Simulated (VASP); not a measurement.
Wanted: the native input for a VASP 6.6.1 run.

```
Task                   : single point
Functional             : LDA
Potentials or basis    : VASP PAW LDA potentials, release 64 (Nb_sv)
Cutoff                 : 520 eV
k mesh                 : 18 × 18 × 18, shifted
Occupations            : fermi-dirac, width 0.05 eV
Spin                   : no spin polarisation
Dipole correction      : no
Further INCAR settings : ALGO = Normal; EDIFF = 1e-06; NBANDS = 12; ISYM = 0
```

The structure of Nb lies in POSCAR:

```
Nb
1.0
    0.0000000000      2.0130774157      2.0130774157
    2.0130774157      0.0000000000      2.0130774157
    2.0130774157      2.0130774157      0.0000000000
Nb
1
Direct
    0.0000000000      0.0000000000      0.0000000000
```

This isn't the form of Nb at room conditions, which is bcc.

The input as run:

INCAR

```
PREC = Accurate
ENCUT = 520
EDIFF = 1E-6
ISMEAR = -1
SIGMA = 0.05
LREAL = F
LASPH = T
NELM = 100
ALGO = Normal
ISIF = 2
LWAVE = F
LCHARG = F
ISYM = 0
NBANDS = 12
```

KPOINTS

```
Automatic mesh
0
Gamma
  18 18 18
  0.5 0.5 0.5
```

Potentials or basis: VASP PAW LDA potentials, release 64 (Nb_sv).

Command:

```sh
$ cat potpaw_LDA.64/Nb_sv/POTCAR > POTCAR
$ mpirun -np 1 vasp_std > vasp.out
```

It gave:

| Item | Value |
| --- | --- |
| Pressure | 17.4 GPa |
| Band gap on the k mesh | zero (an odd number of electrons rules out a gap without spin polarisation) |

Caveat: the cell stands under pressure.

Wall time 24 min on 1 thread of AMD EPYC 9R45 96-Core Processor (Zen 5), on a shared host, peak memory 2 GiB.
